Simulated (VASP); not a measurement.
Wanted: the native input for a VASP 6.6.1 run.

| Quantity | Value |
| --- | --- |
| Task | single point |
| Functional | PBE |
| Dispersion | D4 |
| Potentials or basis | VASP PAW PBE potentials, release 64 (Ni_sv_GW) |
| Cutoff | 590 eV |
| k mesh | 13 × 13 × 13 |
| Occupations | tetrahedron |
| Spin | collinear spin, ferromagnetic start |
| Starting moments | [1.0] μB |
| Hubbard terms | Ni d U = 3.5 eV |
| Dipole correction | no |
| Second run | valence_matched |
| Further INCAR settings | ALGO = Normal; EDIFF = 1e-06; NBANDS = 19 |

The structure of Ni lies in POSCAR:

```
Ni
1.0
    0.0000000000      1.6977453719      1.6977453719
    1.6977453719      0.0000000000      1.6977453719
    1.6977453719      1.6977453719      0.0000000000
Ni
1
Direct
    0.0000000000      0.0000000000      0.0000000000
```

One way to write it, as run:

INCAR

```
PREC = Accurate ; ENCUT = 590
EDIFF = 1E-6 ; ISMEAR = -5
SIGMA = 0.05 ; LREAL = F
LASPH = T ; NELM = 200
ALGO = Normal ; ISIF = 2
LWAVE = F ; LCHARG = T
ISPIN = 2 ; MAGMOM = 1
LORBIT = 11 ; LMAXMIX = 4
LDAU = T ; LDAUTYPE = 2
LDAUL = 2 ; LDAUU = 3.5
LDAUJ = 0 ; LDAUPRINT = 1
GGA = PE ; IVDW = 13
LELF = T ; LVHAR = T
NBANDS = 19 ; GGA_COMPAT = F
```

KPOINTS

```
Automatic mesh
0
Gamma
  13 13 13
```

Potentials or basis: VASP PAW PBE potentials, release 64 (Ni_sv_GW).

Command:

```sh
$ cat potpaw_PBE.64/Ni_sv_GW/POTCAR > POTCAR
$ mpirun -np 1 vasp_std > vasp.out
```

Results of the run:

- Pressure: 15.2 GPa
- Net moment: 0.74 μB per cell
- Site moments: Ni +0.81 μB
- Valence electrons inside the program's atomic spheres: Ni 16.50
- Dispersion energy per atom: -0.501 eV

Caveat: pairwise dispersion overbinds metals, which lowers pressure and volume; the U is typed as a test and isn't derived for this compound; tetrahedron occupations give inexact forces and stress in metals.

Wall time 2 min on 1 thread of AMD EPYC 7R43 64-Core Processor (Zen 3), with other jobs on the host, peak memory 0.13 GiB.
